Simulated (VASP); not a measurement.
Crystal: BAs.

```xyz
2
Lattice="0.0000 2.4044 2.4044 2.4044 0.0000 2.4044 2.4044 2.4044 0.0000" Properties=species:S:1:pos:R:3 pbc="T T T"
B     0.0000    0.0000    0.0000
As    1.2022    1.2022    1.2022
```

- Program: VASP 6.6.1
- Task: relaxation of cell and atoms
- Functional: PBEsol
- Potentials or basis: VASP PAW PBE potentials, release 64 (B, As)
- Cutoff: 600 eV
- k mesh: 8 × 8 × 8
- Occupations: fermi-dirac, width 0.02 eV
- Spin: no spin polarisation

At the start: pressure -2.6 GPa; volume 13.90 Å³/atom.

Q: How do energy, volume and symmetry change on relaxing?

A: Over 3 steps the energy falls by 2.3 meV/atom and the volume is 13.63 Å³/atom (-1.9 %); space group F-43m (No. 216, to 0.05 Å).

Step by step:
| step | energy change (eV) | largest force (eV/Å) | pressure (GPa) | volume (Å³) |
| --- | --- | --- | --- | --- |
| 1 | 0.0000 | 0.0000 | -2.64 | 27.80 |
| 2 | -0.0022 | 0.0000 | 2.01 | 26.89 |
| 3 | -0.0045 | 0.0000 | 0.00 | 27.26 |

Final structure:
```xyz
2
Lattice="0.0000 2.3888 2.3888 2.3888 0.0000 2.3888 2.3888 2.3888 0.0000" Properties=species:S:1:pos:R:3 pbc="T T T"
B     0.0000    0.0000    0.0000
As    1.1944    1.1944    1.1944
```

Caveat: the PAW data sets were made with another functional, which shifts forces and pressure a little.
